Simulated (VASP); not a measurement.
Fe:

```
Fe
1.0
    -1.46199    1.46199    1.46199
     1.46199   -1.46199    1.46199
     1.46199    1.46199   -1.46199
Fe
1
Direct
  0.00000 0.00000 0.00000
```

Base run:

* Program: VASP 6.6.1
* Functional: PBEsol
* Dispersion: D3(BJ)
* Potentials or basis: VASP PAW PBE potentials, release 64 (Fe)
* Cutoff: 520 eV
* k mesh: 13 × 13 × 13
* Occupations: methfessel-paxton, width 0.1 eV
* Spin: collinear spin, ferromagnetic start
* Starting moments: [3.0] μB

Its results: pressure -24.2 GPa; net moment 2.43 μB per cell; site moments Fe +2.43 μB.

Task: The run is repeated on the same cell with these changes: dispersion from D3(BJ) to D4; occupations from methfessel-paxton, width 0.1 eV to fermi-dirac, width 0.05 eV. What comes out?

Result: Pressure -22.4 GPa; net moment 2.44 μB per cell; site moments Fe +2.44 μB.

Caveats: the PAW data sets were made with another functional, which shifts forces and pressure a little; pairwise dispersion overbinds metals, which lowers pressure and volume.
